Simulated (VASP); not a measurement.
The system is ZnCd3O4.

```
CELL_PARAMETERS angstrom
3.51712 0.00000 0.00000
0.00000 3.51712 0.00000
0.00000 0.00000 10.10210
ATOMIC_POSITIONS crystal
Zn 0.50000 0.50000 0.00000
Cd 0.00000 0.00000 0.76680
Cd 0.00000 0.00000 0.23320
Cd 0.50000 0.50000 0.50000
O 0.50000 0.00000 0.90048
O 0.00000 0.50000 0.09952
O 0.50000 0.00000 0.36656
O 0.00000 0.50000 0.63344
```

Base run:

| Item | Value |
| --- | --- |
| Program | VASP 6.6.1 |
| Functional | PBE |
| Potentials or basis | VASP PAW PBE potentials, release 64 (Zn, Cd_sv_GW, O) |
| Cutoff | 600 eV |
| k mesh | 6 × 6 × 2 |
| Occupations | gaussian, width 0.1 eV |
| Spin | no spin polarisation |

Its results: band gap on the k mesh zero (filled and empty bands touch); pressure -0.3 GPa; largest force 0.037 eV/Å.

Question: The run is repeated on the same cell with these changes: potentials or basis from VASP PAW PBE potentials, release 64 (Zn, Cd_sv_GW, O) to VASP PAW PBE potentials, release 64 (Zn, Cd, O); cutoff from 600 eV to 520 eV; further incar settings from ALGO = Normal; EDIFF = 1e-06; NBANDS = 58 to ALGO = Normal; EDIFF = 1e-07; NBANDS = 46; valence electrons from 96 to 72. What comes out?

Answer: Band gap on the k mesh zero (filled and empty bands touch); pressure 1.1 GPa; largest force 0.046 eV/Å.
